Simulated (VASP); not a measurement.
**SiC: single point with PBEsol**

The system is SiC.

```
Si C
1.0
     0.00000    2.16913    2.16913
     2.16913    0.00000    2.16913
     2.16913    2.16913    0.00000
Si C
1 1
Direct
  0.00000 0.00000 0.00000
  0.75000 0.75000 0.75000
```

This cell differs from its parent crystal: strained.

```
Program                : VASP 6.6.1
Task                   : single point
Functional             : PBEsol
Potentials or basis    : VASP PAW PBE potentials, release 64 (Si, C)
Cutoff                 : 520 eV
k mesh                 : 12 × 12 × 12
Occupations            : gaussian, width 0.02 eV
Spin                   : no spin polarisation
Dipole correction      : no
Further INCAR settings : ALGO = Normal; EDIFF = 1e-07; NBANDS = 11
```

```
Pressure               : 3.3 GPa
Band gap on the k mesh : 1.22 eV, indirect (least direct gap 4.46 eV)
```

Levels at points of the mesh, in eV from the valence-band top:
| k point | band 1 | band 2 | band 3 | band 4 | band 5 | band 6 | band 7 | band 8 | band 9 |
| --- | --- | --- | --- | --- | --- | --- | --- | --- | --- |
| (0.00, 0.00, 0.00) | -15.53 | 0.00 | 0.00 | 0.00 | 6.35 | 7.34 | 7.34 | 7.34 | 14.54 |
| (0.50, 0.00, 0.00) | -11.88 | -8.67 | -1.06 | -1.06 | 5.50 | 7.19 | 7.19 | 9.99 | 16.18 |
| (0.50, 0.50, 0.00) | -10.40 | -7.88 | -3.24 | -3.24 | 1.22 | 4.25 | 14.11 | 14.11 | 14.87 |

Run time: 8.2 s on 1 thread of Intel Xeon 6975P-C, with other jobs on the host, peak memory 0.14 GiB.

Caveat: the cell differs from its parent crystal (strained); the PAW data sets were made with another functional, which shifts forces and pressure a little. A k mesh can miss the band edges.
